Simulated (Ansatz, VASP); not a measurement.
## ZnCo in VASP and in Ansatz

```xyz
2
Lattice="2.6500 0.0000 0.0000 -1.3250 2.2949 0.0000 0.0000 0.0000 4.2401" Properties=species:S:1:pos:R:3 pbc="T T T"
Zn    1.3250    0.7650    0.0000
Co    0.0000    0.0000    2.1200
```

Alike in both runs: task single point; functional LDA; k mesh 13 × 13 × 7; occupations fermi-dirac, width 0.1 eV; collinear spin.

```csv
,VASP,Ansatz
version,VASP 6.6.1,Ansatz 0.2.0
potentials or method,"VASP PAW LDA potentials, release 64 (Zn, Co), cutoff 520 eV","plane waves, PAW"
valence electrons in the cell,21,29
```

VASP gave:

* net moment per atom (μB): 0.61
* size of the moment on the site where the two differ most (μB): 1.28

Task: Estimate Ansatz's values.

Result: net moment per atom (μB): 0.64; size of the moment on the site where the two differ most (μB): 1.37.

LDA's correlation is that of Perdew and Zunger in VASP and of Perdew and Wang (1992) in Ansatz. Site moments also hang on the region over which each program counts them. VASP's potentials hold 21 valence electrons a cell and Ansatz's 29, so a difference there can come from the potentials and not from the codes.
